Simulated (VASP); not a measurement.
**MoS2: single point with LDA**

The system is MoS2, a slab with vacuum.

```
CELL_PARAMETERS angstrom
3.18413 0.00000 0.00000
-1.59206 2.75753 0.00000
0.00000 0.00000 17.33460
ATOMIC_POSITIONS crystal
Mo 0.00000 0.00000 0.00000
S 0.33333 0.66667 0.08949
S 0.33333 0.66667 0.91051
```

```
Program             : VASP 6.6.1
Task                : single point
Functional          : LDA
Potentials or basis : VASP PAW LDA potentials, release 64 (Mo_sv, S)
Cutoff              : 500 eV
k mesh              : 8 × 8 × 2
Occupations         : gaussian, width 0.1 eV
Spin                : no spin polarisation
```

| Property | Result |
| --- | --- |
| Largest force | 0.377 eV/Å |
| Band gap on the k mesh | 1.78 eV (least direct gap 1.98 eV) |

Forces in eV/Å, atoms in the order of the input:
```
Mo   0.000  0.000  0.000
S    0.000  0.000 -0.377
S    0.000  0.000  0.377
```

Levels at points of the mesh, in eV from the valence-band top:
| k point | band 11 | band 12 | band 13 | band 14 | band 15 | band 16 |
| --- | --- | --- | --- | --- | --- | --- |
| (0.00, 0.00, 0.00) | -1.57 | -1.57 | 0.00 | 2.74 | 2.74 | 3.03 |
| (0.50, 0.00, 0.00) | -1.84 | -1.01 | -0.65 | 2.19 | 2.72 | 3.83 |
| (0.00, 0.00, 0.50) | -1.57 | -1.57 | 0.00 | 2.74 | 2.74 | 3.03 |
| (0.50, 0.00, 0.50) | -1.84 | -1.01 | -0.65 | 2.19 | 2.72 | 3.83 |

Run time: 70 s on 1 thread of Intel Xeon 8259CL (shared host), peak memory 0.2 GiB.

Caveat: there is no dipole correction, which matters where the two faces differ.
